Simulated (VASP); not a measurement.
The system is Hg.

```
Hg
1.0
     0.00000    3.12000    3.12000
     3.12000    0.00000    3.12000
     3.12000    3.12000    0.00000
Hg
2
Direct
  0.00000 0.00000 0.00000
  0.25000 0.25000 0.25000
```

* Program: VASP 6.6.1
* Task: relaxation of cell and atoms
* Functional: PBEsol
* Potentials or basis: VASP PAW PBE potentials, release 64 (Hg_sv_GW)
* Cutoff: 550 eV
* k mesh: 7 × 7 × 7
* Occupations: fermi-dirac, width 0.1 eV
* Spin: no spin polarisation

At the start: pressure 5.2 GPa; volume 30.37 Å³/atom.

How do energy, volume and symmetry change on relaxing?

Over 3 steps the energy falls by 58.5 meV/atom and the volume is 34.61 Å³/atom (+13.9 %); space group Fd-3m (No. 227, to 0.1 Å) before and after.

Step by step:
| step | energy change (eV) | largest force (eV/Å) | pressure (GPa) | volume (Å³) |
| --- | --- | --- | --- | --- |
| 1 | 0.0000 | 0.0000 | 5.24 | 60.74 |
| 2 | -0.1166 | 0.0000 | -0.22 | 69.89 |
| 3 | -0.1170 | 0.0000 | 0.01 | 69.21 |

Final structure:
```xyz
2
Lattice="0.0000 3.2587 3.2587 3.2587 0.0000 3.2587 3.2587 3.2587 0.0000" Properties=species:S:1:pos:R:3 pbc="T T T"
Hg    0.0000    0.0000    0.0000
Hg    1.6294    1.6294    1.6294
```

Caveat: the PAW data sets were made with another functional, which shifts forces and pressure a little.
